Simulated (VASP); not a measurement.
Crystal: HfN (rocksalt type).

```
Hf N
1.0
     0.00000    2.15443    2.15443
     2.15443    0.00000    2.15443
     2.15443    2.15443    0.00000
Hf N
1 1
Direct
  0.00000 0.00000 0.00000
  0.50000 0.50000 0.50000
```

* Program: VASP 6.6.1
* Task: relaxation of cell and atoms
* Functional: PBE
* Potentials or basis: VASP PAW PBE potentials, release 64 (Hf_pv, N)
* Cutoff: 600 eV
* k mesh: 16 × 16 × 16
* Occupations: fermi-dirac, width 0.05 eV
* Spin: no spin polarisation

At the start: pressure 57.5 GPa; volume 10.00 Å³/atom.

Question: Where does the relaxation end?

Answer: Over 5 steps the energy falls by 259.2 meV/atom and the volume is 11.65 Å³/atom (+16.5 %); space group Fm-3m (No. 225, to 0.05 Å).

Step by step:
```csv
step,energy change (eV),largest force (eV/Å),pressure (GPa),volume (Å³)
1,0.0000,0.0000,57.55,20.00
2,1.1150,0.0000,-43.49,32.30
3,-0.5128,0.0000,-4.43,23.71
4,-0.5182,0.0000,-0.86,23.38
5,-0.5184,0.0000,0.01,23.31
```

Final structure:
```xyz
2
Lattice="0.0000 2.2672 2.2672 2.2672 0.0000 2.2672 2.2672 2.2672 0.0000" Properties=species:S:1:pos:R:3 pbc="T T T"
Hf    0.0000    0.0000    0.0000
N     2.2672    2.2672    2.2672
```

Caveat: the volume moved by over 15 % at a fixed basis, so the end points are rough.
